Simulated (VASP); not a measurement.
LiBr, 2 atoms in the cell. It takes space group Fm-3m (No. 225, cubic). The conventional cell has a = 5.412 Å, b = 5.412 Å, c = 5.412 Å, α = 90.00°, β = 90.00°, γ = 90.00°. Within 3.6 Å of Li (site symmetry m-3m) lie 6 Br at 2.71 Å. Br (site symmetry m-3m) has 6 Li at 2.71 Å within 3.6 Å. 

```yaml
Program: VASP 6.6.1
Task: relaxation of cell and atoms
Functional: PBEsol
Potentials_or_basis: VASP PAW PBE potentials, release 64 (Li_sv, Br)
Cutoff: 750 eV
k_mesh: 8 × 8 × 8
Occupations: gaussian, width 0.01 eV
Spin: no spin polarisation
Target_pressure: 2 GPa
Dipole_correction: no
Further_INCAR_settings: ALGO = Normal; EDIFF = 1e-07; IBRION = 2; EDIFFG = -0.002; NSW = 100; ISIF = 3
```

Potentials or basis: VASP PAW PBE potentials, release 64 (Li_sv, Br).

Command:

```sh
$ cat potpaw_PBE.64/Li_sv/POTCAR potpaw_PBE.64/Br/POTCAR > POTCAR
$ mpirun -np 1 vasp_std > vasp.out
```

Hardware: 1 thread of AMD EPYC 9R45 96-Core Processor (Zen 5), on a shared host.

Q: Estimate the wall time of this run.

A: It took 32 s on 1 thread of AMD EPYC 9R45 96-Core Processor (Zen 5) (shared host), peak memory 0.18 GiB. Counts: scf iterations 35, k points 29, ion steps 4.
